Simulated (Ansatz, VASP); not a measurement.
# Se in VASP and in Ansatz

Contents of INCAR:

```
SYSTEM = Se
PREC = Accurate
ENCUT = 500
EDIFF = 1E-6
ISMEAR = 0
SIGMA = 0.1
LREAL = .FALSE.
LASPH = .TRUE.
NELM = 120
ALGO = Normal
ISIF = 2
LWAVE = .FALSE.
LCHARG = .FALSE.
GGA = PE
NBANDS = 13
GGA_COMPAT = .FALSE.
```

Contents of KPOINTS:

```
regular mesh
0
G
  6 6 4
  0 0 0
```

File POSCAR:

```
Se
1.0
    3.6688906400      0.0000000000      0.0000000000
   -1.8344453200      3.1773525000      0.0000000000
    0.0000000000      0.0000000000      5.1424554000
Se
2
Direct
    0.0000000000      0.0000000000      0.7849173500
    0.0000000000      0.0000000000      0.2150826500
```

Input for Ansatz:

```yaml
crystal:
  lattice:
    - [3.66889064, 0.0, 0.0]
    - [-1.83444532, 3.1773525, 0.0]
    - [0.0, 0.0, 5.1424554]
  atoms:
    - { symbol: Se, position: [0.0, 0.0, 0.78491735] }
    - { symbol: Se, position: [0.0, 0.0, 0.21508265] }
basis:
  ecutwfc: 420
kpoints:
  mp_grid: { grid: [6, 6, 4] }
hamiltonian:
  xc: pbe
scf:
  occupations: { method: gaussian, width: 0.1 }
  lower_state_search: "off"
output:
  forces: true
  stress: true
  eigenvalues: true
```

Alike in both runs: task single point; functional PBE; k mesh 6 × 6 × 4; occupations gaussian, width 0.1 eV; no spin polarisation.

|  | VASP | Ansatz |
| --- | --- | --- |
| version | VASP 6.6.1 | Ansatz 0.2.0 |
| potentials or method | VASP PAW PBE potentials, release 64 (Se), cutoff 500 eV | scalar-relativistic, plane waves, PAW |
| valence electrons in the cell | 12 | 32 |

```tsv
	VASP	Ansatz	Ansatz less VASP
gap on the k mesh at the Fermi level (eV)	none	none	-
pressure (GPa)	-1.0	-1.1	-0.10
traceless stress, the component that is largest in VASP (GPa)	3.85	3.68	-0.179
rms of the force components (eV/Å)	0.401	0.429	+0.0280
```

Atom by atom the forces differ by 0.028 eV/Å (rms over components). A gap of «none» marks a metal or a gap that the smearing closes. VASP's potentials hold 12 valence electrons a cell and Ansatz's 32, so a difference there can come from the potentials and not from the codes.
